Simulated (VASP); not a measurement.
# Al3VF (Immm) in VASP: single point with PBE

Aim: the single point of Al3VF with PBE.

Everything below comes from runs of VASP 6.6.1. Logs are shortened: lines on timing, memory, paths and dates and some standing lists are left out, and cuts for length are marked.

**1. The cell of the first run**

Symmetry: Immm, No. 71, orthorhombic system. Conventional cell: a = 4.779 Å, b = 4.965 Å, c = 6.440 Å, α = 90.00°, β = 90.00°, γ = 90.00°. Within 2.8 Å of Al (site symmetry mm2) lie 1 F at 1.95 Å and 3 Al at 2.53 to 2.70 Å and 2 V at 2.79 Å. Within 3.3 Å of Al (site symmetry mmm) lie 2 F at 2.48 Å and 8 Al at 2.70 to 3.16 Å and 2 V at 3.22 Å. V (site symmetry mmm) has 2 F at 2.39 Å and 10 Al at 2.79 to 3.22 Å within 3.3 Å. F (site symmetry mmm) has 4 Al at 1.95 to 2.48 Å and 2 V at 2.39 Å within 2.6 Å.

The cell was generated, and may not be a known phase.

**2. Single point, PBE, collinear spin, ferromagnetic start**

INCAR reads:

```
PREC = Accurate
ENCUT = 600
EDIFF = 1E-6
ISMEAR = 0
SIGMA = 0.1
LREAL = F
LASPH = T
NELM = 200
ALGO = Normal
ISIF = 2
LWAVE = F
LCHARG = T
ISPIN = 2
MAGMOM = 0 0 0 2.19 0
LORBIT = 11
LMAXMIX = 4
GGA = PE
LVHAR = T
NBANDS = 26
GGA_COMPAT = F
KPAR = 4
```

KPOINTS reads:

```
regular mesh
0
Gamma
  12 12 12
```

POSCAR reads:

```
Al3VF
1.0
   -2.3894842800      2.4824551890      3.2198350185
    2.3894842800     -2.4824551890      3.2198350185
    2.3894842800      2.4824551890     -3.2198350185
Al V F
3 1 1
Direct
    0.3034765982      0.3034765982      0.0000000000
    0.6965234018      0.6965234018      0.0000000000
    0.5000000000      0.0000000000      0.5000000000
    0.0000000000      0.5000000000      0.5000000000
    0.0000000000      0.0000000000      0.0000000000
```

Potentials or basis: VASP PAW PBE potentials, release 64 (Al, V_sv, F).

On the command line:

```
$ cat potpaw_PBE.64/Al/POTCAR potpaw_PBE.64/V_sv/POTCAR potpaw_PBE.64/F/POTCAR > POTCAR
$ mpirun -np 4 vasp_std > vasp.out
```

OUTCAR:

```text
PREC = Accurate
   ENCUT = 600
   EDIFF = 1E-6
   ISMEAR = 0
   LREAL = F
   LASPH = T
   NELM = 200
   ISIF = 2
   ISPIN = 2
   LORBIT = 11
   GGA = PE

 ion  position               nearest neighbor table
   1  0.303  0.303  0.000-   5 1.95   2 2.53   3 2.70   3 2.70   4 2.79   4 2.79   4 3.09   4 3.09
                             3 3.16   3 3.16
   2  0.697  0.697  0.000-   5 1.95   1 2.53   3 2.70   3 2.70   4 2.79   4 2.79   4 3.09   4 3.09
                             3 3.16   3 3.16
   3  0.500  0.000  0.500-   5 2.48   5 2.48   1 2.70   2 2.70   1 2.70   2 2.70   2 3.16   1 3.16
                             2 3.16   1 3.16
   4  0.000  0.500  0.500-   5 2.39   5 2.39   2 2.79   1 2.79   2 2.79   1 2.79   1 3.09   2 3.09
                             1 3.09   2 3.09
   5  0.000  0.000  0.000-   1 1.95   2 1.95   4 2.39   4 2.39   3 2.48   3 2.48

  LATTYP: Found a body centered orthorhombic cell.
 ALAT       =     4.7789685600
 B/A-ratio  =     1.0389083577
 C/A-ratio  =     1.3475020721

  Lattice vectors:

 A1 = (  -2.3894842800,   2.4824551890,   3.2198350185)
 A2 = (   2.3894842800,  -2.4824551890,   3.2198350185)
 A3 = (   2.3894842800,   2.4824551890,  -3.2198350185)

Analysis of symmetry for initial positions (statically):
=====================================================================
 Subroutine PRICEL returns:
 Original cell was already a primitive cell.

 Routine SETGRP: Setting up the symmetry group for a
 body centered orthorhombic supercell.

 Subroutine GETGRP returns: Found  8 space group operations
 (whereof  8 operations were pure point group operations)
 out of a pool of  8 trial point group operations.

The static configuration has the point symmetry D_2h.

Analysis of symmetry for dynamics (positions and initial velocities):
=====================================================================
 Subroutine PRICEL returns:
 Original cell was already a primitive cell.

 Routine SETGRP: Setting up the symmetry group for a
 body centered orthorhombic supercell.

 Subroutine GETGRP returns: Found  8 space group operations
 (whereof  8 operations were pure point group operations)
 out of a pool of  8 trial point group operations.

The dynamic configuration has the point symmetry D_2h.

Analysis of structural, dynamic, and magnetic symmetry:
=====================================================================
 Subroutine PRICEL returns:
 Original cell was already a primitive cell.

 Routine SETGRP: Setting up the symmetry group for a
 body centered orthorhombic supercell.

 Subroutine GETGRP returns: Found  8 space group operations
 (whereof  8 operations were pure point group operations)
 out of a pool of  8 trial point group operations.

The overall configuration has the point symmetry D_2h.

 Subroutine INISYM returns: Found  8 space group operations
 (whereof  8 operations are pure point group operations),
 and found     1 'primitive' translations

----------------------------------------------------------------------------------------

                                     Primitive cell

  volume of cell :      76.3975

  direct lattice vectors                    reciprocal lattice vectors
    -2.389484280  2.482455189  3.219835018     0.000000000  0.201413505  0.155287459
     2.389484280 -2.482455189  3.219835018     0.209250173  0.000000000  0.155287459
     2.389484280  2.482455189 -3.219835018     0.209250173  0.201413505  0.000000000

  length of vectors
     4.715883421  4.715883421  4.715883421     0.254325765  0.260575959  0.290435940

  position of ions in fractional coordinates (direct lattice)
     0.303476598  0.303476598  0.000000000
     0.696523402  0.696523402  0.000000000
     0.500000000  0.000000000  0.500000000
     0.000000000  0.500000000  0.500000000
     0.000000000  0.000000000  0.000000000

  ion indices of the primitive-cell ions
   primitive index   ion index
                 1           1
                 2           2
                 3           3
                 4           4
                 5           5

----------------------------------------------------------------------------------------

 KPOINTS: regular mesh

Automatic generation of k-mesh.
 Grid dimensions read from file:
 generate k-points for:   12   12   12

 Generating k-lattice:

  Cartesian coordinates                     Fractional coordinates (reciprocal lattice)
     0.000000000  0.016784459  0.012940622     0.083333333 -0.000000000  0.000000000
     0.017437514  0.000000000  0.012940622    -0.000000000  0.083333333  0.000000000
     0.017437514  0.016784459  0.000000000     0.000000000  0.000000000  0.083333333

  Length of vectors
     0.021193814  0.021714663  0.024202995

  Shift w.r.t. Gamma in fractional coordinates (k-lattice)
     0.000000000  0.000000000  0.000000000

 Subroutine IBZKPT returns following result:
 ===========================================

 Found    280 irreducible k-points:

 Following reciprocal coordinates:
            Coordinates               Weight
  0.000000  0.000000  0.000000      1.000000
  0.083333  0.000000 -0.000000      4.000000
  0.166667  0.000000 -0.000000      4.000000
  0.250000  0.000000  0.000000      4.000000
  0.333333  0.000000 -0.000000      4.000000
  0.416667 -0.000000  0.000000      4.000000
[... 16 lines left out ...]
  0.250000  0.166667 -0.000000      8.000000
  0.333333  0.166667  0.000000      8.000000
 [... further k-points ...]
   k-points           NKPTS =    280   k-points in BZ     NKDIM =    280   number of bands    NBANDS=     26
   number of dos      NEDOS =    301   number of ions     NIONS =      5
   total plane-waves  NPLWV =  64000
   dimension x,y,z NGX =    40 NGY =   40 NGZ =   40
   dimension x,y,z NGXF=    80 NGYF=   80 NGZF=   80
   ions per type =               3   1   1
   NGX,Y,Z   is equivalent  to a cutoff of  14.10, 14.10, 14.10 a.u.
   NGXF,Y,Z  is equivalent  to a cutoff of  28.20, 28.20, 28.20 a.u.
 SYSTEM =  unknown system
   PREC   = accura    normal or accurate (medium, high low for compatibility)
   ISTART =      0    job   : 0-new  1-cont  2-samecut
   ICHARG =      2    charge: 1-file 2-atom 10-const
   ISPIN  =      2    spin polarized calculation?
   LNONCOLLINEAR =      F non collinear calculations
   LSORBIT =      F    spin-orbit coupling
   LASPH  =      T    aspherical Exc in radial PAW
   ENCUT  =  600.0 eV  44.10 Ry    6.64 a.u.   9.42  9.42  9.42*2*pi/ulx,y,z
   NELM   =    200;   NELMIN=  2; NELMDL= -5     # of ELM steps
   EDIFF  = 0.1E-05   stopping-criterion for ELM
   LREAL  =      F    real-space projection
   EDIFFG = 0.1E-04   stopping-criterion for IOM
   NSW    =      0    number of steps for IOM
   IBRION =     -1    ionic relax: 0-MD 1-quasi-New 2-CG
   NFREE  =      0    steps in history (QN), initial steepest desc. (CG)
   ISIF   =      2    stress and relaxation
   ISYM   =      2    0-nonsym 1-usesym 2-fastsym
   POTIM  = 0.5000    time-step for ionic-motion
   TEBEG  =    0.0;   TEEND  =   0.0 temperature during run
   PSTRESS=    0.0 pullay stress
   NELECT =      29.0000    total number of electrons
   NUPDOWN=      -1.0000    fix difference up-down
   EMIN   =  10.00;   EMAX   =-10.00  energy-range for DOS
   EFERMI =   0.00;   METHOD = LEGACY
   ISMEAR =     0;   SIGMA  =   0.10  broadening in eV -4-tet -1-fermi 0-gaus
   EFERMI_NEDOS =   21; number of points for ismear=-14 and -15
   IALGO  =     38    algorithm
   IMIX   =      4    mixing-type and parameters
     AMIX     =   0.40;   BMIX     =  1.00
     AMIX_MAG =   1.60;   BMIX_MAG =  1.00
  volume/ion in A,a.u.               =      15.28       103.11
  Fermi-wavevector in a.u.,A,eV,Ry     =   1.185353  2.239993 19.117031  1.405062
  Thomas-Fermi vector in A             =   2.321549
   LORBIT       =     11    0 simple, 1 ext, 2 COOP (PROOUT), +10 PAW based schemes
   GGA     = PE    functional components
   LHFCALC =     F    Hartree Fock is set to
   AEXX    =    0.0000 exact exchange contribution
   IVDW    =     0    specifies the selected vdW correction
   LEPSILON=     F    determine dielectric tensor
   LRPA    =     F    only Hartree local field effects (RPA)
 spin polarized calculation
 Gauss-broadening in eV      SIGMA  =   0.10
  energy-cutoff  :      600.00
  volume of cell :       76.40
 maximum number of plane-waves:      2582
 NGX is ok and might be reduce to    40
   NGX = 19   NGY = 19   NGZ = 19

 number of electron      28.9999997 magnetization       2.4736104

 Free energy of the ion-electron system (eV)
  ---------------------------------------------------
  ext. energy  EPLUGINS =         0.00000000
  ---------------------------------------------------
  free energy    TOTEN  =       -23.44287601 eV

  energy without entropy =      -23.42743976  energy(sigma->0) =      -23.43515788

 E-fermi :   7.5954     XC(G=0): -10.4619

 val. band max:        7.5943851383   @ k =   0.1667   0.0000  -0.0000
 cond. band min:       7.5964116965   @ k =  -0.1667   0.2500   0.0000
 fundamental gap:      0.0020265582
 Fermi energy:         7.5953677993

 spin component 1

 k-point     1 :       0.0000    0.0000    0.0000
  band No.  band energies     occupation
      1     -57.4034      1.00000
      2     -31.4842      1.00000
      3     -31.2225      1.00000
      4     -31.1392      1.00000
      5     -19.8216      1.00000
      6      -2.6426      1.00000
[... 18 lines left out ...]
     25      13.5842      0.00000
     26      14.1236      0.00000

 k-point     2 :       0.0833    0.0000   -0.0000
  band No.  band energies     occupation
      1     -57.4034      1.00000
      2     -31.4842      1.00000
      3     -31.2226      1.00000
      4     -31.1392      1.00000
      5     -19.8211      1.00000
      6      -2.6792      1.00000
[... 18 lines left out ...]
     25      13.7942      0.00000
[... 608 lines left out ...]
     25      14.5682      0.00000
     26      14.8421      0.00000

 k-point    24 :       0.3333    0.1667    0.0000
  band No.  band energies     occupation
      1     -57.4033      1.00000
      2     -31.4857      1.00000
      3     -31.2231      1.00000
      4     -31.1399      1.00000
      5     -19.8059      1.00000
      6      -2.9936      1.00000
[... 18 lines left out ...]
     25      15.3278      0.00000
     26      15.7584      0.00000

 [... further k-points ...]

 spin component 2

 k-point     1 :       0.0000    0.0000    0.0000
  band No.  band energies     occupation
      1     -55.2834      1.00000
      2     -29.2850      1.00000
      3     -29.1594      1.00000
      4     -29.0915      1.00000
      5     -19.8176      1.00000
      6      -2.6290      1.00000
[... 18 lines left out ...]
     25      14.1415      0.00000
     26      14.5665      0.00000

 k-point     2 :       0.0833    0.0000   -0.0000
  band No.  band energies     occupation
      1     -55.2834      1.00000
      2     -29.2850      1.00000
      3     -29.1594      1.00000
      4     -29.0916      1.00000
      5     -19.8170      1.00000
      6      -2.6636      1.00000
[... 18 lines left out ...]
     25      14.3287      0.00000
[... 608 lines left out ...]
     25      14.8628      0.00000
     26      15.3484      0.00000

 k-point    24 :       0.3333    0.1667    0.0000
  band No.  band energies     occupation
      1     -55.2833      1.00000
      2     -29.2872      1.00000
      3     -29.1601      1.00000
      4     -29.0924      1.00000
      5     -19.8012      1.00000
      6      -2.9730      1.00000
[... 18 lines left out ...]
     25      15.6237      0.00000
     26      16.0040      0.00000

 [... further k-points ...]

------------------------ aborting loop because EDIFF is reached ----------------------------------------

  FORCE on cell =-STRESS in cart. coord.  units (eV):
  Direction    XX          YY          ZZ          XY          YZ          ZX
  --------------------------------------------------------------------------------------
  -------------------------------------------------------------------------------------
  Total       -0.0470417     -0.0245730     -0.0222110      0.0000000      0.0000000      0.0000000
  in kB       -0.9865391     -0.5153347     -0.4657998      0.0000000      0.0000000      0.0000000
  external PRESSURE =      -0.6558912 kB  Pullay stress =       0.0000000 kB

 VOLUME and BASIS-vectors are now :
 -----------------------------------------------------------------------------
  energy-cutoff  :      600.00
  volume of cell :       76.40
      direct lattice vectors                 reciprocal lattice vectors
    -2.389484280  2.482455189  3.219835018     0.000000000  0.201413505  0.155287459
     2.389484280 -2.482455189  3.219835018     0.209250173  0.000000000  0.155287459
     2.389484280  2.482455189 -3.219835018     0.209250173  0.201413505  0.000000000

 POSITION                                       TOTAL-FORCE (eV/Angst)
 -----------------------------------------------------------------------------------
      0.00000      0.00000      1.95429         0.000000      0.000000     -0.007140
      0.00000      0.00000      4.48538         0.000000      0.000000      0.007140
      0.00000      2.48246      0.00000        -0.000000     -0.000000      0.000000
      2.38948      0.00000      0.00000        -0.000000     -0.000000      0.000000
      0.00000      0.00000      0.00000        -0.000000     -0.000000     -0.000000
 -----------------------------------------------------------------------------------
    total drift:                               -0.000000      0.000000     -0.000000

  FREE ENERGIE OF THE ION-ELECTRON SYSTEM (eV)
  ---------------------------------------------------
  free  energy   TOTEN  =       -23.4428760082 eV

  energy  without entropy=      -23.4274397608  energy(sigma->0) =      -23.43515788

 total charge

# of ion       s       p       d       tot
------------------------------------------
    1        0.415   0.345   0.000   0.761
    2        0.415   0.345   0.000   0.761
    3        0.435   0.304   0.000   0.739
    4        2.199   6.095   3.073  11.367
    5        1.763   4.358   0.000   6.121
--------------------------------------------------
tot          5.228  11.448   3.073  19.748

 magnetization (x)

# of ion       s       p       d       tot
------------------------------------------
    1       -0.013  -0.006   0.000  -0.019
    2       -0.013  -0.006   0.000  -0.019
    3       -0.004  -0.005   0.000  -0.010
    4        0.031   0.026   2.125   2.182
    5        0.006  -0.008   0.000  -0.002
--------------------------------------------------
tot          0.006   0.001   2.125   2.133
```

Wall time 6.3 min (4 MPI ranks of Intel Xeon Platinum 8488C (Sapphire Rapids), shared host); peak memory 1.1 GiB.

What came out:

| Quantity | Value |
| --- | --- |
| Free energy | -23.4429 eV |
| Pressure | -0.1 GPa |
| Largest force | 0.007 eV/Å |
| Net moment | 2.47 μB per cell |
| Site moments | Al -0.02, -0.01 (each value once); V +2.18; F -0.00 μB |
| Valence electrons inside the program's atomic spheres | Al 0.76, 0.74 (each value once); V 11.37; F 6.12 |

Forces in eV/Å, atoms in the order of the input:
```
Al   0.000  0.000 -0.007
Al   0.000  0.000  0.007
Al   0.000  0.000  0.000
V    0.000  0.000  0.000
F    0.000  0.000  0.000
```
